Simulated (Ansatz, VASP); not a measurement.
**One calculation of SnO2, two programs**

File INCAR:

```
SYSTEM = SnO2
PREC = Accurate
ENCUT = 520
EDIFF = 1E-6
ISMEAR = 0
SIGMA = 0.05
LREAL = .FALSE.
LASPH = .TRUE.
NELM = 100
ALGO = Normal
ISIF = 2
LWAVE = .FALSE.
LCHARG = .FALSE.
GGA = PE
NBANDS = 35
```

Contents of KPOINTS:

```
regular mesh
0
G
  10 10 10
  0 0 0
```

POSCAR

```
SnO2
1.0
   -2.0262505044      2.0262505044      5.1806864801
    2.0262505044     -2.0262505044      5.1806864801
    2.0262505044      2.0262505044     -5.1806864801
Sn O
2 4
Direct
    0.7500000000      0.2500000000      0.5000000000
    0.0000000000      0.0000000000      0.0000000000
    0.7377540790      0.8825288733     -0.1447747943
    0.9524019562      0.4524019562      0.5000000000
    0.2024019562      0.2024019562      0.0000000000
    0.5475980438      0.0475980438      0.5000000000
```

Input for Ansatz:

```yaml
crystal:
  lattice:
    - [-2.0262505044, 2.0262505044, 5.1806864801]
    - [2.0262505044, -2.0262505044, 5.1806864801]
    - [2.0262505044, 2.0262505044, -5.1806864801]
  atoms:
    - { symbol: Sn, position: [0.75, 0.25, 0.5] }
    - { symbol: Sn, position: [0.0, 0.0, 0.0] }
    - { symbol: O, position: [0.737754079, 0.8825288733, -0.1447747943] }
    - { symbol: O, position: [0.9524019562, 0.4524019562, 0.5] }
    - { symbol: O, position: [0.2024019562, 0.2024019562, 0.0] }
    - { symbol: O, position: [0.5475980438, 0.0475980438, 0.5] }
basis:
  ecutwfc: 420
kpoints:
  mp_grid: { grid: [10, 10, 10] }
hamiltonian:
  xc: pbe
  pseudopotentials: { kind: paw, azcp: { folder: soft_1 } }
scf:
  occupations: { method: gaussian, width: 0.05 }
output:
  forces: true
  stress: true
  eigenvalues: true
```

Alike in both runs: task single point; functional PBE; k mesh 10 × 10 × 10; occupations gaussian, width 0.05 eV; no spin polarisation.

|  | VASP | Ansatz |
| --- | --- | --- |
| version | VASP 6.6.1 | Ansatz 0.2.0 |
| potentials or method | VASP PAW PBE potentials, release 64 (Sn_d, O), cutoff 520 eV | scalar-relativistic, plane waves, PAW |
| valence electrons in the cell | 52 | 52 |

```csv
,VASP,Ansatz,Ansatz less VASP
gap on the k mesh at the Fermi level (eV),none,none,-
rms of the force components (eV/Å),18.932,20.339,+1.4067
```

Atom by atom the forces differ by 1.413 eV/Å (rms over components). A gap of «none» marks a metal or a gap that the smearing closes. With one functional, cell and mesh, what is left measures potentials, basis and numerics.
